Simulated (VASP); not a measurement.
# W (Fm-3m) in VASP: further runs

Runs on W. Level: LDA. Tasks: single point.

Everything below comes from runs of VASP 6.6.1. Logs are shortened: lines on timing, memory, paths and dates and some standing lists are left out, and cuts for length are marked.

**1. The cell of the first run**

It takes space group Fm-3m (No. 225, cubic). Conventional cell: a = 4.015 Å, b = 4.015 Å, c = 4.015 Å, α = 90.00°, β = 90.00°, γ = 90.00°. Within 3.7 Å of W (site symmetry m-3m) lie 12 W at 2.84 Å.

This isn't the form of W at room conditions, which is bcc.

**2. Single point, LDA (16.18 Å³/atom)**

INCAR reads:

```
ALGO     = Fast           # electronic algorithm
EDIFF    = 1E-7           # SCF threshold, eV
ENCUT    = 520            # plane-wave cutoff, eV
ISIF     = 2              # what is computed and relaxed
ISMEAR   = 0              # smearing method
LASPH    = True           # aspherical terms in the spheres
LCHARG   = True           # write CHGCAR
LELF     = True           # ELF
LREAL    = False          # projectors in reciprocal space
LVHAR    = True         
LWAVE    = False          # write WAVECAR
NBANDS   = 13             # bands
NELM     = 60             # most SCF steps
PREC     = Accurate       # precision mode
SIGMA    = 0.15           # smearing width, eV
```

KPOINTS reads:

```
k-points
0
Gamma
  22 22 22
```

POSCAR reads:

```
W
1.0
    0.0000000000      2.0074306916      2.0074306916
    2.0074306916      0.0000000000      2.0074306916
    2.0074306916      2.0074306916      0.0000000000
W
1
Direct
    0.0000000000      0.0000000000      0.0000000000
```

Potentials or basis: VASP PAW LDA potentials, release 64 (W_sv).

Command:

```
$ cat potpaw_LDA.64/W_sv/POTCAR > POTCAR
$ mpirun -np 1 vasp_std > vasp.out
```

OUTCAR:

```text
EDIFF = 1E-7
   ENCUT = 520
   ISIF = 2
   ISMEAR = 0
   LASPH = True
   LREAL = False
   NELM = 60
   PREC = Accurate

 ion  position               nearest neighbor table
   1  0.000  0.000  0.000-

  LATTYP: Found a face centered cubic cell.
 ALAT       =     4.0148613832

  Lattice vectors:

 A1 = (   0.0000000000,   2.0074306916,   2.0074306916)
 A2 = (   2.0074306916,   0.0000000000,   2.0074306916)
 A3 = (   2.0074306916,   2.0074306916,   0.0000000000)

Analysis of symmetry for initial positions (statically):
=====================================================================
 Subroutine PRICEL returns:
 Original cell was already a primitive cell.

 Routine SETGRP: Setting up the symmetry group for a
 face centered cubic supercell.

 Subroutine GETGRP returns: Found 48 space group operations
 (whereof 48 operations were pure point group operations)
 out of a pool of 48 trial point group operations.

The static configuration has the point symmetry O_h .

Analysis of symmetry for dynamics (positions and initial velocities):
=====================================================================
 Subroutine PRICEL returns:
 Original cell was already a primitive cell.

 Routine SETGRP: Setting up the symmetry group for a
 face centered cubic supercell.

 Subroutine GETGRP returns: Found 48 space group operations
 (whereof 48 operations were pure point group operations)
 out of a pool of 48 trial point group operations.

The dynamic configuration has the point symmetry O_h .

 Subroutine INISYM returns: Found 48 space group operations
 (whereof 48 operations are pure point group operations),
 and found     1 'primitive' translations

----------------------------------------------------------------------------------------

                                     Primitive cell

  volume of cell :      16.1790

  direct lattice vectors                    reciprocal lattice vectors
     0.000000000  2.007430692  2.007430692    -0.249074602  0.249074602  0.249074602
     2.007430692  0.000000000  2.007430692     0.249074602 -0.249074602  0.249074602
     2.007430692  2.007430692  0.000000000     0.249074602  0.249074602 -0.249074602

  length of vectors
     2.838935710  2.838935710  2.838935710     0.431409865  0.431409865  0.431409865

  position of ions in fractional coordinates (direct lattice)
     0.000000000  0.000000000  0.000000000

  ion indices of the primitive-cell ions
   primitive index   ion index
                 1           1

----------------------------------------------------------------------------------------
[... 83 lines left out ...]
   EMIN   =  10.00;   EMAX   =-10.00  energy-range for DOS
   EFERMI =   0.00;   METHOD = LEGACY
   ISMEAR =     0;   SIGMA  =   0.15  broadening in eV -4-tet -1-fermi 0-gaus
   EFERMI_NEDOS =   21; number of points for ismear=-14 and -15
   IALGO  =     68    algorithm
   IMIX   =      4    mixing-type and parameters
     AMIX     =   0.40;   BMIX     =  1.00
     AMIX_MAG =   1.60;   BMIX_MAG =  1.00
  volume/ion in A,a.u.               =      16.18       109.18
  Fermi-wavevector in a.u.,A,eV,Ry     =   1.560032  2.948034 33.112513  2.433701
  Thomas-Fermi vector in A             =   2.663304
   LORBIT       =      0    0 simple, 1 ext, 2 COOP (PROOUT), +10 PAW based schemes
   GGA     = CA    functional components
   LHFCALC =     F    Hartree Fock is set to
   AEXX    =    0.0000 exact exchange contribution
   IVDW    =     0    specifies the selected vdW correction
   LEPSILON=     F    determine dielectric tensor
   LRPA    =     F    only Hartree local field effects (RPA)
 non-spin polarized calculation
 RMM-DIIS sequential band-by-band and
 Gauss-broadening in eV      SIGMA  =   0.15
  energy-cutoff  :      520.00
  volume of cell :       16.18
 maximum number of plane-waves:       450
 NGX is ok and might be reduce to    24
   NGX = 11   NGY = 11   NGZ = 11

 number of electron      14.0000001 magnetization

 Free energy of the ion-electron system (eV)
  ---------------------------------------------------
  ext. energy  EPLUGINS =         0.00000000
  ---------------------------------------------------
  free energy    TOTEN  =       -13.60953511 eV

  energy without entropy =      -13.59633277  energy(sigma->0) =      -13.60293394

 E-fermi :  10.5494     XC(G=0): -13.7038

 val. band max:       10.5485966825   @ k =   0.3182   0.0909   0.0455
 cond. band min:      10.5517474506   @ k =  -0.4091   0.1818   0.0909
 fundamental gap:      0.0031507681
 Fermi energy:        10.5494338867

 k-point     1 :       0.0000    0.0000    0.0000
  band No.  band energies     occupation
      1     -62.6428      2.00000
      2     -26.5013      2.00000
      3     -26.5013      2.00000
      4     -26.5013      2.00000
      5       1.5771      2.00000
      6       9.9515      2.00000
      7       9.9515      2.00000
      8       9.9515      2.00000
      9      13.1046      0.00000
     10      13.1046      0.00000
     11      23.4446      0.00000
     12      28.6654      0.00000
     13      28.6654      0.00000
[... 354 lines left out ...]
  band No.  band energies     occupation
      1     -62.5259      2.00000
      2     -27.7075      2.00000
      3     -26.6848      2.00000
      4     -26.6653      2.00000
      5       4.9845      2.00000
      6       9.6099      2.00000
      7       9.7875      2.00000
      8      11.1617      0.00000
      9      15.4739      0.00000
     10      15.8772      0.00000
     11      21.0732      0.00000
     12      23.3921      0.00000
     13      29.3181      0.00000

 [... further k-points ...]

------------------------ aborting loop because EDIFF is reached ----------------------------------------

  FORCE on cell =-STRESS in cart. coord.  units (eV):
  Direction    XX          YY          ZZ          XY          YZ          ZX
  --------------------------------------------------------------------------------------
  -------------------------------------------------------------------------------------
  Total       -0.7860724     -0.7860724     -0.7860724     -0.0000000     -0.0000000     -0.0000000
  in kB      -77.8433413    -77.8433413    -77.8433413     -0.0000000     -0.0000000     -0.0000000
  external PRESSURE =     -77.8433413 kB  Pullay stress =       0.0000000 kB

 VOLUME and BASIS-vectors are now :
 -----------------------------------------------------------------------------
  energy-cutoff  :      520.00
  volume of cell :       16.18
      direct lattice vectors                 reciprocal lattice vectors
     0.000000000  2.007430692  2.007430692    -0.249074602  0.249074602  0.249074602
     2.007430692  0.000000000  2.007430692     0.249074602 -0.249074602  0.249074602
     2.007430692  2.007430692  0.000000000     0.249074602  0.249074602 -0.249074602

 POSITION                                       TOTAL-FORCE (eV/Angst)
 -----------------------------------------------------------------------------------
      0.00000      0.00000      0.00000         0.000000      0.000000      0.000000
 -----------------------------------------------------------------------------------
    total drift:                               -0.000000      0.000000      0.000000

  FREE ENERGIE OF THE ION-ELECTRON SYSTEM (eV)
  ---------------------------------------------------
  free  energy   TOTEN  =       -13.6095351128 eV

  energy  without entropy=      -13.5963327744  energy(sigma->0) =      -13.60293394
```

Wall time 1.7 min (1 thread of Intel Xeon 8259CL, shared host); peak memory 0.19 GiB.

Results:

```
Free energy            : -13.6095 eV
Pressure               : -7.8 GPa
Band gap on the k mesh : zero (bands 7 and 8 overlap by 3.87 eV)
```

Caveat: the cell stands under tension; spin-orbit coupling is left out, which moves the levels of the heavy elements.

**3. Single point, LDA (16.43 Å³/atom)**

This run uses another cell than the first one, of 16.43 Å³/atom.

INCAR reads:

```
SYSTEM = W
PREC     = Accurate       ! precision mode
ENCUT    = 520            ! plane-wave cutoff, eV
EDIFF    = 1E-6           ! SCF threshold, eV
ISMEAR   = 0              ! smearing method
SIGMA    = 0.15           ! smearing width, eV
LREAL    = .FALSE.        ! projectors in reciprocal space
LASPH    = .TRUE.         ! aspherical terms in the spheres
NELM     = 100            ! most SCF steps
ALGO     = Fast           ! electronic algorithm
ISIF     = 2              ! what is computed and relaxed
LWAVE    = .FALSE.        ! write WAVECAR
LCHARG   = .FALSE.        ! write CHGCAR
NBANDS   = 13             ! bands
```

KPOINTS reads:

```
regular mesh
0
G
  22 22 22
  0 0 0
```

POSCAR reads:

```
W
1.0
    0.0000000000      2.0177585175      2.0177585175
    2.0177585175      0.0000000000      2.0177585175
    2.0177585175      2.0177585175      0.0000000000
W
1
Direct
    0.0000000000      0.0000000000      0.0000000000
```

Potentials or basis: VASP PAW LDA potentials, release 64 (W_sv).

Command:

```
$ cat potpaw_LDA.64/W_sv/POTCAR > POTCAR
$ mpirun -np 1 vasp_std > vasp.out
```

Run time: 94 s. Hardware: 1 thread of Intel Xeon 8259CL, shared host; peak memory 0.18 GiB.

It converged, with:

* Free energy: -13.5942 eV
* Pressure: -11.9 GPa
* Band gap on the k mesh: zero (bands 7 and 8 overlap by 3.77 eV)

Levels at points of the mesh, in eV from the Fermi level:
```
           k point  band 3  band 4  band 5  band 6  band 7  band 8  band 9  band 10  band 11  band 12
(0.00, 0.00, 0.00)  -37.10  -37.10   -8.90   -0.58   -0.58   -0.58    2.50     2.50    12.87    18.02
(0.50, 0.00, 0.00)  -37.26  -37.26   -5.57   -0.82   -0.82    0.79    5.00     5.00    10.27    12.51
(0.50, 0.50, 0.00)  -37.52  -37.52   -5.47   -4.51    3.19    4.94    5.75     5.75    11.80    11.80
```

Caveat: the cell stands under tension; spin-orbit coupling is left out, which moves the levels of the heavy elements.
